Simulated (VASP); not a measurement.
# Zn (Im-3m) in VASP: further runs, part 2 of 2

VASP 6.6.1.

## Step 5: Relaxation of cell and atoms, LDA, target pressure 40 GPa, at which the enthalpy is minimised

This run uses another cell than the first one, of 15.45 Å³/atom, 1.135 times its volume.

Input file INCAR:

```
PREC = Accurate
ENCUT = 600
EDIFF = 1E-6
ISMEAR = 1
SIGMA = 0.1
LREAL = F
LASPH = T
NELM = 60
ALGO = Normal
ISIF = 3
LWAVE = F
LCHARG = F
IBRION = 2
NSW = 80
EDIFFG = -0.03
PSTRESS = 400.0
```

Input file KPOINTS:

```
regular mesh
0
Gamma
  11 11 11
```

Input file POSCAR:

```
Zn
1.0
   -1.5690370000      1.5690370000      1.5690370000
    1.5690370000     -1.5690370000      1.5690370000
    1.5690370000      1.5690370000     -1.5690370000
Zn
1
Direct
    0.0000000000      0.0000000000      0.0000000000
```

Potentials or basis: VASP PAW LDA potentials, release 64 (Zn).

Run with:

```
$ cat potpaw_LDA.64/Zn/POTCAR > POTCAR
$ mpirun -np 1 vasp_std > vasp.out
```

OUTCAR:

```text
PREC = Accurate
   ENCUT = 600
   EDIFF = 1E-6
   ISMEAR = 1
   LREAL = F
   LASPH = T
   NELM = 60
   ISIF = 3
   IBRION = 2
   NSW = 80
   EDIFFG = -0.03
   PSTRESS = 400.0

 ion  position               nearest neighbor table
   1  0.000  0.000  0.000-

  LATTYP: Found a body centered cubic cell.
 ALAT       =     3.1380740000

  Lattice vectors:

 A1 = (  -1.5690370000,   1.5690370000,   1.5690370000)
 A2 = (   1.5690370000,  -1.5690370000,   1.5690370000)
 A3 = (   1.5690370000,   1.5690370000,  -1.5690370000)

Analysis of symmetry for initial positions (statically):
=====================================================================
 Subroutine PRICEL returns:
 Original cell was already a primitive cell.

 Routine SETGRP: Setting up the symmetry group for a
 body centered cubic supercell.

 Subroutine GETGRP returns: Found 48 space group operations
 (whereof 48 operations were pure point group operations)
 out of a pool of 48 trial point group operations.

The static configuration has the point symmetry O_h .

Analysis of symmetry for dynamics (positions and initial velocities):
=====================================================================
 Subroutine PRICEL returns:
 Original cell was already a primitive cell.

 Routine SETGRP: Setting up the symmetry group for a
 body centered cubic supercell.

 Subroutine GETGRP returns: Found 48 space group operations
 (whereof 48 operations were pure point group operations)
 out of a pool of 48 trial point group operations.

The dynamic configuration has the point symmetry O_h .

 Subroutine INISYM returns: Found 48 space group operations
 (whereof 48 operations are pure point group operations),
 and found     1 'primitive' translations

[... 91 lines left out ...]
   NELM   =     60;   NELMIN=  2; NELMDL= -5     # of ELM steps
   EDIFF  = 0.1E-05   stopping-criterion for ELM
   LREAL  =      F    real-space projection
   EDIFFG = -.3E-01   stopping-criterion for IOM
   NSW    =     80    number of steps for IOM
   IBRION =      2    ionic relax: 0-MD 1-quasi-New 2-CG
   NFREE  =      1    steps in history (QN), initial steepest desc. (CG)
   ISIF   =      3    stress and relaxation
   ISYM   =      2    0-nonsym 1-usesym 2-fastsym
   POTIM  = 0.5000    time-step for ionic-motion
   TEBEG  =    0.0;   TEEND  =   0.0 temperature during run
   PSTRESS=  400.0 pullay stress
   NELECT =      12.0000    total number of electrons
   NUPDOWN=      -1.0000    fix difference up-down
   EMIN   =  10.00;   EMAX   =-10.00  energy-range for DOS
   EFERMI =   0.00;   METHOD = LEGACY
   ISMEAR =     1;   SIGMA  =   0.10  broadening in eV -4-tet -1-fermi 0-gaus
   EFERMI_NEDOS =   21; number of points for ismear=-14 and -15
   IALGO  =     38    algorithm
   IMIX   =      4    mixing-type and parameters
     AMIX     =   0.40;   BMIX     =  1.00
     AMIX_MAG =   1.60;   BMIX_MAG =  1.00
  volume/ion in A,a.u.               =      15.45       104.27
  Fermi-wavevector in a.u.,A,eV,Ry     =   1.504811  2.843681 30.809811  2.264457
  Thomas-Fermi vector in A             =   2.615742
   LORBIT       =      0    0 simple, 1 ext, 2 COOP (PROOUT), +10 PAW based schemes
   GGA     = CA    functional components
   LHFCALC =     F    Hartree Fock is set to
   AEXX    =    0.0000 exact exchange contribution
   IVDW    =     0    specifies the selected vdW correction
   LEPSILON=     F    determine dielectric tensor
   LRPA    =     F    only Hartree local field effects (RPA)
 conjugate gradient relaxation of ions
 non-spin polarized calculation
 Methfessel and Paxton  Order N= 1 SIGMA  =   0.10
  energy-cutoff  :      600.00
  volume of cell :       15.45
 maximum number of plane-waves:       531
 NGX is ok and might be reduce to    24
   NGX = 11   NGY = 11   NGZ = 11

--------------------------------------- Ionic step        1  -------------------------------------------

 number of electron      11.9999995 magnetization

 Free energy of the ion-electron system (eV)
  ---------------------------------------------------
  ext. energy  EPLUGINS =         0.00000000
  ---------------------------------------------------
  free energy    TOTEN  =        -1.72953123 eV

  energy without entropy =       -1.72966963  energy(sigma->0) =       -1.72957736

------------------------ aborting loop because EDIFF is reached ----------------------------------------

  FORCE on cell =-STRESS in cart. coord.  units (eV):
  Direction    XX          YY          ZZ          XY          YZ          ZX
  --------------------------------------------------------------------------------------
  -------------------------------------------------------------------------------------
  Total       -0.8507442     -0.8507442     -0.8507442      0.0000000     -0.0000000      0.0000000
  in kB      -88.2165421    -88.2165421    -88.2165421      0.0000000     -0.0000000      0.0000000
  external PRESSURE =    -488.2165421 kB  Pullay stress =     400.0000000 kB
[... 777 lines left out ...]
--------------------------------------- Ionic step        5  -------------------------------------------

 number of electron      12.0000004 magnetization

 Free energy of the ion-electron system (eV)
  ---------------------------------------------------
  ext. energy  EPLUGINS =         0.00000000
  ---------------------------------------------------
  free energy    TOTEN  =        -1.51055843 eV

  energy without entropy =       -1.51055600  energy(sigma->0) =       -1.51055762

 E-fermi :   6.4743     XC(G=0): -13.7651

 val. band max:        6.4352315261   @ k =   0.3636   0.1818   0.0909
 cond. band min:       6.6020034456   @ k =  -0.4545   0.4545   0.0909
 fundamental gap:      0.1667719195
 Fermi energy:         6.4743101912
[... 344 lines left out ...]
  energy  without entropy=       -1.5105559975  energy(sigma->0) =       -1.51055762

  enthalpy is  TOTEN    =         1.2223039177 eV   P V=        2.7328623499

 reached required accuracy - stopping structural energy minimisation
```

Run time: 47 s. Hardware: 1 thread of AMD EPYC 7R13 (Zen 3), shared host; peak memory 0.11 GiB.

Results:

```
Free energy                                            : -1.5106 eV
Relaxed volume                                         : 10.95 Å³/atom
Relaxed cell                                           : a = 2.423 Å, b = 2.423 Å, c = 2.423 Å, α = 109.47°, β = 109.47°, γ = 109.47°
Space group after relaxing (to 0.05 Å)                 : Im-3m (No. 229)
Energy change on relaxing (the enthalpy is what falls) : +219.0 meV/atom
Ionic steps                                            : 5
Pressure after relaxing                                : 40.0 GPa
Band gap on the k mesh                                 : zero (band 6 reaches 9.43 eV, above the bottom of band 7 at 5.73 eV)
```

The path:
| step | energy change (eV) | largest force (eV/Å) | pressure (GPa) | volume (Å³) |
| --- | --- | --- | --- | --- |
| 1 | 0.0000 | 0.0000 | -8.82 | 15.45 |
| 2 | 3.5342 | 0.0000 | 331.12 | 7.13 |
| 3 | 0.1335 | 0.0000 | 30.93 | 11.33 |
| 4 | 0.1811 | 0.0000 | 36.11 | 11.11 |
| 5 | 0.2190 | 0.0000 | 40.03 | 10.95 |

Final structure:
```
Zn
1.0
    -1.39874    1.39874    1.39874
     1.39874   -1.39874    1.39874
     1.39874    1.39874   -1.39874
Zn
1
Direct
  0.00000 0.00000 0.00000
```

Caveat: the cell is relaxed towards a set pressure, so the enthalpy falls and the energy may rise; the volume moved by over 15 % at a fixed basis, so the end points are rough.

## Step 6: Relaxation of cell and atoms, LDA, target pressure 60 GPa, at which the enthalpy is minimised

This run uses another cell than the first one, of 15.45 Å³/atom, 1.135 times its volume.

Input file INCAR:

```
SYSTEM = Zn
ALGO     = Normal         ! electronic algorithm
EDIFF    = 1E-7           ! SCF threshold, eV
EDIFFG   = -0.03          ! ionic threshold
ENCUT    = 600            ! plane-wave cutoff, eV
GGA      = CA             ! functional
IBRION   = 2              ! ionic algorithm
ISIF     = 3              ! what is computed and relaxed
ISMEAR   = 1              ! smearing method
LASPH    = .True.         ! aspherical terms in the spheres
LCHARG   = .False.        ! write CHGCAR
LREAL    = .False.        ! projectors in reciprocal space
LWAVE    = .False.        ! write WAVECAR
NELM     = 100            ! most SCF steps
NSW      = 80             ! ionic steps
PREC     = Accurate       ! precision mode
PSTRESS  = 600.0        
SIGMA    = 0.1            ! smearing width, eV
```

Input file KPOINTS:

```
k-points
0
Gamma
  11 11 11
  0 0 0
```

POSCAR is that of step 5.

Potentials or basis: VASP PAW LDA potentials, release 64 (Zn).

Run with:

```
$ cat potpaw_LDA.64/Zn/POTCAR > POTCAR
$ mpirun -np 1 vasp_std > vasp.out
```

OUTCAR:

```text
SYSTEM = Zn
   EDIFF = 1E-7
   EDIFFG = -0.03
   ENCUT = 600
   GGA = CA
   IBRION = 2
   ISIF = 3
   ISMEAR = 1
   LASPH = .True.
   LREAL = .False.
   NELM = 100
   NSW = 80
   PREC = Accurate
   PSTRESS = 600.0

 ion  position               nearest neighbor table
   1  0.000  0.000  0.000-

  LATTYP: Found a body centered cubic cell.
 ALAT       =     3.1380740000

  Lattice vectors:

 A1 = (  -1.5690370000,   1.5690370000,   1.5690370000)
 A2 = (   1.5690370000,  -1.5690370000,   1.5690370000)
 A3 = (   1.5690370000,   1.5690370000,  -1.5690370000)

Analysis of symmetry for initial positions (statically):
=====================================================================
 Subroutine PRICEL returns:
 Original cell was already a primitive cell.

 Routine SETGRP: Setting up the symmetry group for a
 body centered cubic supercell.

 Subroutine GETGRP returns: Found 48 space group operations
 (whereof 48 operations were pure point group operations)
 out of a pool of 48 trial point group operations.

The static configuration has the point symmetry O_h .

[... 136 lines left out ...]
   LHFCALC =     F    Hartree Fock is set to
   AEXX    =    0.0000 exact exchange contribution
   IVDW    =     0    specifies the selected vdW correction
   LEPSILON=     F    determine dielectric tensor
   LRPA    =     F    only Hartree local field effects (RPA)
 conjugate gradient relaxation of ions
 non-spin polarized calculation
 Methfessel and Paxton  Order N= 1 SIGMA  =   0.10
  energy-cutoff  :      600.00
  volume of cell :       15.45
 maximum number of plane-waves:       531
 NGX is ok and might be reduce to    24
   NGX = 11   NGY = 11   NGZ = 11

--------------------------------------- Ionic step        1  -------------------------------------------

 number of electron      11.9999995 magnetization

 Free energy of the ion-electron system (eV)
  ---------------------------------------------------
  ext. energy  EPLUGINS =         0.00000000
  ---------------------------------------------------
  free energy    TOTEN  =        -1.72953123 eV

  energy without entropy =       -1.72966964  energy(sigma->0) =       -1.72957737

------------------------ aborting loop because EDIFF is reached ----------------------------------------

  FORCE on cell =-STRESS in cart. coord.  units (eV):
  Direction    XX          YY          ZZ          XY          YZ          ZX
  --------------------------------------------------------------------------------------
  -------------------------------------------------------------------------------------
  Total       -0.8554889     -0.8554889     -0.8554889     -0.0000000     -0.0000000      0.0000000
  in kB      -88.7085412    -88.7085412    -88.7085412     -0.0000000     -0.0000000      0.0000000
  external PRESSURE =    -688.7085412 kB  Pullay stress =     600.0000000 kB
[... 925 lines left out ...]
--------------------------------------- Ionic step        9  -------------------------------------------

 number of electron      11.9999997 magnetization

 Free energy of the ion-electron system (eV)
  ---------------------------------------------------
  ext. energy  EPLUGINS =         0.00000000
  ---------------------------------------------------
  free energy    TOTEN  =        -1.30250908 eV

  energy without entropy =       -1.30229078  energy(sigma->0) =       -1.30243632

 E-fermi :   7.3200     XC(G=0): -14.1534

 val. band max:        7.2923589142   @ k =   0.3636   0.1818   0.0909
 cond. band min:       7.3568043282   @ k =  -0.3636  -0.3636   0.0909
 fundamental gap:      0.0644454141
 Fermi energy:         7.3199926033
[... 344 lines left out ...]
  energy  without entropy=       -1.3022907837  energy(sigma->0) =       -1.30243632

  enthalpy is  TOTEN    =         2.5449137724 eV   P V=        3.8474228548

 reached required accuracy - stopping structural energy minimisation
```

OSZICAR:

```text
N       E                     dE             d eps       ncg     rms          rms(c)
DAV:   1     0.377403552233E+02    0.37740E+02   -0.75323E+03  1128   0.207E+03
[... 81 lines left out ...]
       N       E                     dE             d eps       ncg     rms          rms(c)
DAV:   1    -0.130702134751E+01    0.14767E-01   -0.55340E-02  1206   0.547E+00    0.469E-01
DAV:   2    -0.130307703751E+01    0.39443E-02   -0.17973E-02  1220   0.330E+00    0.163E-01
DAV:   3    -0.130267052460E+01    0.40651E-03   -0.13849E-04  1198   0.223E-01    0.869E-02
DAV:   4    -0.130250872516E+01    0.16180E-03   -0.54594E-05  1496   0.138E-01    0.349E-03
DAV:   5    -0.130250905093E+01   -0.32577E-06   -0.16327E-06  1172   0.157E-02    0.126E-03
DAV:   6    -0.130250908242E+01   -0.31493E-07   -0.22166E-08   614   0.220E-03
   9 F= 0.25449138E+01 E0= 0.25449865E+01  d E =-.830656E-04
```

Run time: 92 s. Hardware: 1 thread of AMD EPYC 7R13 (Zen 3), shared host; peak memory 0.12 GiB.

The run converged, but its numbers aren't listed here, since they failed a check.

Caveat: the cell is relaxed towards a set pressure, so the enthalpy falls and the energy may rise; the volume moved by over 15 % at a fixed basis, so the end points are rough.

## Step 7: Overview

| task | cell | cutoff (eV) | gap on the mesh (eV) | pressure (GPa) |
| --- | --- | --- | --- | --- |
| single point | a = 2.605 Å, angles 109.5°, 1 atom | 520 | none | 0.7 |
| relaxation of cell and atoms | relaxed from a = 2.718 Å, angles 109.5°, 1 atom | 600 | none | 0.2 |
| relaxation of cell and atoms | relaxed to 20 GPa from a = 2.718 Å, angles 109.5°, 1 atom | 600 | none | 19.8 |
| relaxation of cell and atoms | relaxed to 40 GPa from a = 2.718 Å, angles 109.5°, 1 atom | 600 | none | 40.0 |

Alike in all rows: level LDA; potentials or basis VASP PAW LDA potentials, release 64 (Zn); no spin polarisation; k mesh 11 × 11 × 11; smearing methfessel-paxton 0.1 eV.

Caveats: the cell is relaxed towards a set pressure, so the enthalpy falls and the energy may rise (some runs); the volume moved by over 15 % at a fixed basis, so the end points are rough (some runs).

Absolute energies hang on the potentials; compare differences alone.
